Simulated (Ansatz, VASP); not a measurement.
**Hf2Pd2Se2Br2O3: VASP beside Ansatz**

Contents of INCAR:

```
SYSTEM = Hf2Pd2Se2Br2O3
  PREC = Accurate
  ENCUT = 600
  EDIFF = 1E-6
  ISMEAR = -1
  SIGMA = 0.05
  LREAL = .False.
  LASPH = .True.
  NELM = 100
  ALGO = Normal
  ISIF = 3
  LWAVE = .False.
  LCHARG = .False.
  GGA = PE
  IVDW = 13
  IBRION = 2
  NSW = 80
  EDIFFG = -0.02
```

Contents of KPOINTS:

```
regular mesh
0
Gamma
  3 3 2
  0 0 0
```

File POSCAR:

```
Hf2Pd2Se2Br2O3
1.0
    5.7606900000      0.0049600000     -0.0028600000
   -0.5275000000      5.8466400000      0.0341300000
   -1.4843500000     -0.9264200000      6.6458600000
Hf Pd Se Br O
2 2 2 2 3
Direct
    0.7454000000      0.3960200000      0.3498900000
    0.2876300000      0.4532200000      0.5940100000
    0.9085400000      0.1329400000      0.8484900000
    0.2524900000      0.9032300000      0.3587400000
    0.6346900000      0.4035500000      0.9371600000
    0.6259700000      0.7817400000      0.5302300000
    0.8527300000      0.9908900000      0.1535500000
    0.2252600000      0.8208400000      0.8622300000
    0.9604000000      0.2892500000      0.5902600000
    0.4323300000      0.2452400000      0.4086400000
    0.0745700000      0.5830800000      0.3668200000
```

File input.yaml:

```yaml
crystal:
  lattice:
    - [5.76069, 0.00496, -0.00286]
    - [-0.5275, 5.84664, 0.03413]
    - [-1.48435, -0.92642, 6.64586]
  atoms:
    - { symbol: Hf, position: [0.7454, 0.39602, 0.34989] }
    - { symbol: Hf, position: [0.28763, 0.45322, 0.59401] }
    - { symbol: Pd, position: [0.90854, 0.13294, 0.84849] }
    - { symbol: Pd, position: [0.25249, 0.90323, 0.35874] }
    - { symbol: Se, position: [0.63469, 0.40355, 0.93716] }
    - { symbol: Se, position: [0.62597, 0.78174, 0.53023] }
    - { symbol: Br, position: [0.85273, 0.99089, 0.15355] }
    - { symbol: Br, position: [0.22526, 0.82084, 0.86223] }
    - { symbol: O, position: [0.9604, 0.28925, 0.59026] }
    - { symbol: O, position: [0.43233, 0.24524, 0.40864] }
    - { symbol: O, position: [0.07457, 0.58308, 0.36682] }
kpoints:
  mp_grid: { grid: [3, 3, 2] }
scf:
  occupations: { method: fermi_dirac, width: 0.05 }
hamiltonian:
  xc: pbe
  dispersion: d4
  pseudopotentials: { kind: all_electron, datasets: crystal }
output:
  forces: true
  stress: true
relax:
  f_tol: 0.02
  max_steps: 60
  cell: {}
```

Alike in both runs: task relaxation of cell and atoms; functional PBE; dispersion D4; k mesh 3 × 3 × 2; occupations fermi-dirac, width 0.05 eV; no spin polarisation.

|  | VASP | Ansatz |
| --- | --- | --- |
| version | VASP 6.6.1 | Ansatz 0.2.0 |
| potentials or method | VASP PAW PBE potentials, release 64 (Hf_pv, Pd, Se, Br, O), cutoff 600 eV | all-electron PAW datasets made for the crystal |

```csv
,VASP,Ansatz,Ansatz less VASP
"gap on the k mesh at the Fermi level, each at its own relaxed structure (eV)",0.28,0.32,+0.041
relaxed volume (Å³/atom),19.75,19.85,+0.096
relaxed length of the cell vector where the two differ most in proportion (Å),5.701,5.718,+0.0177
```

Ansatz ran all-electron here, and VASP with PAW potentials.

The k mesh is coarse, so the values compare programs but aren't converged. Spin-orbit coupling is off throughout.
